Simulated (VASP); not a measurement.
# GeSb3Te (P4mm) in VASP: further runs, part 2 of 2

VASP 6.6.1.

## Step 3: Single point, PBE

This run uses another cell than the first one, of 29.57 Å³/atom, 1.079 times its volume.

Input file INCAR:

```
PREC = Accurate
ENCUT = 520
EDIFF = 1E-6
ISMEAR = 0
SIGMA = 0.1
LREAL = False
LASPH = True
NELM = 60
ALGO = Normal
ISIF = 2
LWAVE = False
LCHARG = False
GGA = PE
NBANDS = 26
```

Input file KPOINTS:

```
regular mesh
0
Gamma
  4 4 4
```

Input file POSCAR:

```
GeSb3Te
1.0
    4.2972736996      0.0000000000      0.0000000000
    0.0000000000      4.2972736996      0.0000000000
    0.0000000000      0.0000000000      8.0055247230
Ge Sb Te
1 3 1
Direct
    0.5000000000      0.5000000000      0.7295463946
    0.5000000000      0.5000000000      0.0990642133
    0.0000000000      0.5000000000      0.4733142140
    0.5000000000      0.0000000000      0.4733142140
    0.0000000000      0.0000000000     -0.0073390359
```

Potentials or basis: VASP PAW PBE potentials, release 64 (Ge_d, Sb, Te).

The run is started by

```bash
$ cat potpaw_PBE.64/Ge_d/POTCAR potpaw_PBE.64/Sb/POTCAR potpaw_PBE.64/Te/POTCAR > POTCAR
$ mpirun -np 1 vasp_std > vasp.out
```

Run time: 24 s. Hardware: 1 thread of Intel Xeon Platinum 8559C (Emerald Rapids), shared host; peak memory 0.27 GiB.

The run converged. Its results:

```yaml
Free_energy: -19.2312 eV
Pressure: 0.0 GPa
Largest_force: 0.016 eV/Å
```

Forces on the atoms (eV/Å):
```
Ge   0.000  0.000 -0.013
Sb   0.000  0.000  0.016
Sb   0.000  0.000  0.002
Sb   0.000  0.000  0.002
Te   0.000  0.000 -0.007
```

Levels at points of the mesh, in eV from the Fermi level:
| k point | band 13 | band 14 | band 15 | band 16 | band 17 | band 18 | band 19 | band 20 | band 21 | band 22 |
| --- | --- | --- | --- | --- | --- | --- | --- | --- | --- | --- |
| (0.00, 0.00, 0.00) | -2.53 | -2.53 | -2.15 | -1.58 | -0.23 | 1.15 | 1.16 | 1.16 | 1.97 | 3.00 |
| (0.50, 0.00, 0.00) | -1.75 | -1.23 | -0.93 | -0.61 | -0.40 | -0.15 | -0.02 | 0.02 | 0.52 | 1.00 |
| (0.50, 0.50, 0.00) | -4.79 | -4.79 | -2.51 | -2.51 | -1.62 | 0.42 | 2.14 | 3.03 | 3.03 | 3.30 |
| (0.00, 0.00, 0.50) | -3.36 | -2.87 | -2.87 | -0.99 | 0.99 | 1.67 | 1.68 | 1.68 | 2.05 | 2.86 |
| (0.50, 0.00, 0.50) | -2.58 | -1.60 | -1.17 | -0.70 | -0.54 | -0.49 | -0.43 | 0.21 | 0.91 | 2.47 |
| (0.50, 0.50, 0.50) | -5.01 | -3.93 | -1.82 | -1.69 | -1.69 | -1.32 | 0.84 | 0.84 | 3.23 | 4.77 |

Caveat: the k points lie up to 0.37 Å⁻¹ apart; spin-orbit coupling is left out, which moves the levels of the heavy elements; this functional lacks dispersion, which binds the layers, so the pressure and a relaxed spacing across them are unreliable.

## Step 4: Relaxation of cell and atoms, PBE

Input file INCAR:

```
SYSTEM = GeSb3Te
PREC = Accurate
ENCUT = 600
EDIFF = 1E-7
ISMEAR = 0
SIGMA = 0.1
LREAL = .False.
LASPH = .True.
NELM = 100
ALGO = Normal
ISIF = 3
LWAVE = .False.
LCHARG = .False.
GGA = PE
IBRION = 2
NSW = 90
EDIFFG = -0.04
```

Input file KPOINTS:

```
regular mesh
0
Gamma
  4 4 4
  0 0 0
```

Input file POSCAR:

```
GeSb3Te
1.0
    4.7669145900      0.0000000000      0.0000000000
    0.0000000000      4.7669145900      0.0000000000
    0.0000000000      0.0000000000      6.0318379400
Ge Sb Te
1 3 1
Direct
    0.5000000000      0.5000000000      0.6620000000
    0.5000000000      0.5000000000      0.1059000000
    0.0000000000      0.5000000000      0.5000000000
    0.5000000000      0.0000000000      0.5000000000
    0.0000000000      0.0000000000      0.0000000000
```

The run is started by

```bash
$ cat potpaw_PBE.64/Ge_d/POTCAR potpaw_PBE.64/Sb/POTCAR potpaw_PBE.64/Te/POTCAR > POTCAR
$ mpirun -np 1 vasp_std > vasp.out
```

Wall time 14 min (1 thread of Intel Xeon Platinum 8559C (Emerald Rapids), shared host); peak memory 0.31 GiB.

The run converged. Its results:

```yaml
Free_energy: -19.2263 eV
Relaxed_volume: 29.55 Å³/atom
Relaxed_cell: a = 4.296 Å, b = 4.296 Å, c = 8.007 Å, α = 90.00°, β = 90.00°, γ = 90.00°
Space_group_after_relaxing_to_0.05_Å: P4mm (No. 99)
Energy_gained_by_relaxing: 367.1 meV/atom
Ionic_steps: 36
Pressure_after_relaxing: 0.0 GPa
Largest_force_after_relaxing: 0.024 eV/Å
```

Forces in eV/Å, atoms in the order of the input:
```
Ge   0.000  0.000  0.021
Sb   0.000  0.000  0.018
Sb   0.000  0.000 -0.008
Sb   0.000  0.000 -0.008
Te   0.000  0.000 -0.024
```

Step by step:
| step | energy change (eV) | largest force (eV/Å) | pressure (GPa) | volume (Å³) |
| --- | --- | --- | --- | --- |
| 1 | 0.0000 | 2.2167 | 5.75 | 137.06 |
| 2 | -0.3590 | 0.4764 | -2.22 | 157.50 |
| 3 | -0.3883 | 0.8175 | -0.85 | 152.55 |
| 4 | -0.4746 | 0.6068 | -0.58 | 151.02 |
| 5 | -0.6540 | 0.6771 | 0.26 | 146.44 |
| 6 | -0.4609 | 2.4629 | 3.76 | 137.24 |
| 7 | -0.6747 | 0.8835 | 0.82 | 144.12 |
| 8 | -0.7231 | 0.7607 | 0.73 | 143.96 |
| 9 | -0.8574 | 0.4953 | 0.74 | 143.33 |
| 10 | -0.9966 | 1.2611 | 1.32 | 141.45 |
| 11 | -1.2162 | 1.2444 | 0.54 | 142.97 |
| 12 | -1.4493 | 1.0125 | -0.41 | 146.24 |
| 13 | -1.4511 | 1.0323 | -0.42 | 146.03 |
| 14 | -1.5067 | 0.8667 | -0.28 | 144.93 |
| 15 | -1.6179 | 0.4457 | 0.41 | 141.67 |
| 16 | -1.5718 | 1.0733 | 3.40 | 135.27 |
| 17 | -1.6473 | 0.4027 | 1.14 | 139.51 |
| 18 | -1.6491 | 0.4792 | 1.41 | 138.85 |
| 19 | -1.6927 | 0.4671 | -0.51 | 143.90 |
| 20 | -1.6934 | 0.4652 | -0.73 | 144.61 |
| 21 | -1.7250 | 0.3231 | -0.31 | 143.99 |
| 22 | -1.7399 | 0.3940 | 0.39 | 143.28 |
| 23 | -1.7685 | 0.4673 | 0.37 | 144.48 |
| 24 | -1.7302 | 0.9381 | 0.47 | 148.09 |
| 25 | -1.7814 | 0.4446 | 0.33 | 145.58 |
| 26 | -1.8051 | 0.3275 | -0.33 | 147.97 |
| 27 | -1.8098 | 0.2518 | -0.74 | 149.57 |
| 28 | -1.8243 | 0.1321 | -0.01 | 148.18 |
| 29 | -1.8247 | 0.1630 | 0.12 | 147.94 |
| 30 | -1.8275 | 0.1293 | 0.04 | 148.28 |
| 31 | -1.8302 | 0.0647 | -0.14 | 149.03 |
| 32 | -1.8329 | 0.0506 | -0.03 | 148.51 |
| 33 | -1.8341 | 0.1017 | 0.15 | 147.72 |
| 34 | -1.8347 | 0.0569 | -0.16 | 148.27 |
| 35 | -1.8349 | 0.0718 | -0.06 | 148.09 |
| 36 | -1.8356 | 0.0244 | 0.02 | 147.76 |

Final structure:
```cif
data_structure
_symmetry_space_group_name_H-M 'P 1'
_symmetry_Int_Tables_number 1
_cell_length_a 4.2958
_cell_length_b 4.2958
_cell_length_c 8.0068
_cell_angle_alpha 90.000
_cell_angle_beta 90.000
_cell_angle_gamma 90.000
_cell_volume 147.76
loop_
_atom_site_label
_atom_site_type_symbol
_atom_site_fract_x
_atom_site_fract_y
_atom_site_fract_z
_atom_site_occupancy
Ge1 Ge 0.50000 0.50000 0.72868 1
Sb1 Sb 0.50000 0.50000 0.09888 1
Sb2 Sb 0.00000 0.50000 0.47328 1
Sb3 Sb 0.50000 0.00000 0.47328 1
Te1 Te 0.00000 0.00000 0.99378 1
```

Levels at points of the mesh, in eV from the Fermi level:
| k point | band 13 | band 14 | band 15 | band 16 | band 17 | band 18 | band 19 | band 20 | band 21 |
| --- | --- | --- | --- | --- | --- | --- | --- | --- | --- |
| (0.00, 0.00, 0.00) | -2.54 | -2.54 | -2.16 | -1.59 | -0.20 | 1.14 | 1.17 | 1.17 | 1.95 |
| (0.50, 0.00, 0.00) | -1.76 | -1.23 | -0.93 | -0.60 | -0.40 | -0.15 | -0.01 | 0.02 | 0.52 |
| (0.50, 0.50, 0.00) | -4.79 | -4.79 | -2.51 | -2.51 | -1.61 | 0.42 | 2.14 | 3.05 | 3.05 |
| (0.00, 0.00, 0.50) | -3.37 | -2.87 | -2.87 | -0.98 | 0.99 | 1.66 | 1.68 | 1.68 | 2.04 |
| (0.50, 0.00, 0.50) | -2.57 | -1.61 | -1.17 | -0.70 | -0.54 | -0.50 | -0.42 | 0.20 | 0.91 |
| (0.50, 0.50, 0.50) | -5.01 | -3.92 | -1.81 | -1.70 | -1.70 | -1.31 | 0.87 | 0.87 | 3.23 |

Caveat: spin-orbit coupling is left out, which moves the levels of the heavy elements; this functional lacks dispersion, which binds the layers, so the pressure and a relaxed spacing across them are unreliable.

## Step 5: Single point, PBE

This run uses another cell than the first one, of 29.64 Å³/atom, 1.081 times its volume.

Input file INCAR:

```
  PREC = Accurate
  ENCUT = 520
  EDIFF = 1E-6
  ISMEAR = 0
  SIGMA = 0.1
  LREAL = False
  LASPH = True
  NELM = 60
  ALGO = Normal
  ISIF = 2
  LWAVE = False
  LCHARG = False
  GGA = PE
  NBANDS = 26
```

Input file KPOINTS:

```
regular mesh
0
Gamma
  10 10 6
```

Input file POSCAR:

```
GeSb3Te
1.0
    4.3330482488      0.0000000000      0.0000000000
    0.0000000000      4.3330482488      0.0000000000
    0.0000000000      0.0000000000      7.8940399789
Ge Sb Te
1 3 1
Direct
    0.5000000000      0.5000000000      0.7269384380
    0.5000000000      0.5000000000      0.1012896985
    0.0000000000      0.5000000000      0.4735891049
    0.5000000000      0.0000000000      0.4735891049
    0.0000000000      0.0000000000      0.9924936537
```

The run is started by

```bash
$ cat potpaw_PBE.64/Ge_d/POTCAR potpaw_PBE.64/Sb/POTCAR potpaw_PBE.64/Te/POTCAR > POTCAR
$ mpirun -np 1 vasp_std > vasp.out
```

Run time: 86 s. Hardware: 1 thread of Intel Xeon Platinum 8559C (Emerald Rapids), shared host; peak memory 0.47 GiB.

It converged, with:

```yaml
Free_energy: -19.0955 eV
Pressure: 0.0 GPa
Largest_force: 0.015 eV/Å
```

Forces on the atoms (eV/Å):
```
Ge   0.000  0.000  0.015
Sb   0.000  0.000  0.005
Sb   0.000  0.000 -0.011
Sb   0.000  0.000 -0.011
Te   0.000  0.000  0.002
```

Levels at points of the mesh, in eV from the Fermi level:
| k point | band 15 | band 16 | band 17 | band 18 | band 19 | band 20 |
| --- | --- | --- | --- | --- | --- | --- |
| (0.00, 0.00, 0.00) | -2.04 | -1.46 | -0.31 | 1.06 | 1.12 | 1.12 |
| (0.50, 0.00, 0.00) | -0.90 | -0.51 | -0.36 | -0.24 | -0.07 | -0.05 |
| (0.50, 0.50, 0.00) | -2.53 | -2.53 | -1.64 | 0.55 | 2.23 | 3.17 |
| (0.00, 0.00, 0.50) | -2.91 | -1.06 | 0.90 | 1.64 | 1.71 | 1.71 |
| (0.50, 0.00, 0.50) | -1.23 | -0.81 | -0.65 | -0.56 | -0.47 | 0.16 |
| (0.50, 0.50, 0.50) | -1.87 | -1.63 | -1.63 | -1.30 | 0.88 | 0.88 |

Caveat: spin-orbit coupling is left out, which moves the levels of the heavy elements; this functional lacks dispersion, which binds the layers, so the pressure and a relaxed spacing across them are unreliable.

## Step 6: Overview

```tsv
task	cell	k mesh	cutoff (eV)	gap on the mesh (eV)	pressure (GPa)	largest force (eV/Å)
single point	a = 4.767, b = 4.767, c = 6.032 Å, 5 atoms	4 × 4 × 4	520	none	5.7	2.22
single point	a = 4.297, b = 4.297, c = 8.006 Å, 5 atoms	4 × 4 × 4	520	none	0.0	0.02
relaxation of cell and atoms	relaxed from a = 4.767, b = 4.767, c = 6.032 Å, 5 atoms	4 × 4 × 4	600	none	0.0	0.02
single point	a = 4.333, b = 4.333, c = 7.894 Å, 5 atoms	10 × 10 × 6	520	none	0.0	0.01
```

Alike in all rows: level PBE; potentials or basis VASP PAW PBE potentials, release 64 (Ge_d, Sb, Te); no spin polarisation; smearing gaussian 0.1 eV.

Caveats: some runs use coarse meshes; spin-orbit coupling is left out, which moves the levels of the heavy elements; this functional lacks dispersion, which binds the layers, so the pressure and a relaxed spacing across them are unreliable (some runs); forces of over 1 eV/Å act on the atoms, so gaps and moduli don't describe the material at rest (some runs).

Total energies depend on the potentials used, so only differences within one code and one set of settings carry meaning.
